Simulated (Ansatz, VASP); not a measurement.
One calculation of Si, two programs

```
Si
1.0
     0.00000    2.00000    2.00000
     2.00000    0.00000    2.00000
     2.00000    2.00000    0.00000
Si
1
Cartesian
  0.0000 0.0000 0.0000
```

Alike in both runs: task relaxation of cell and atoms; functional PBEsol; k mesh 17 × 17 × 17; occupations fermi-dirac, width 0.08 eV; no spin polarisation.

```csv
,VASP,Ansatz
version,VASP 6.6.1,Ansatz 0.2.0
potentials or method,"VASP PAW PBE potentials, release 64 (Si)","PAW with Ansatz's default frozen-core files, scalar-relativistic"
plane-wave cutoff (eV),500,420
valence electrons in the cell,4,4
```

VASP gave:

| Quantity | Value |
| --- | --- |
| relaxed volume (Å³/atom) | 14.09 |
| relaxed cell length with the largest relative difference (Å) | 2.711 |

Problem. Estimate Ansatz's values.

Solution. Relaxed volume (Å³/atom): 14.07; relaxed cell length with the largest relative difference (Å): 2.710.

VASP's potentials were made for PBE, not for PBEsol.
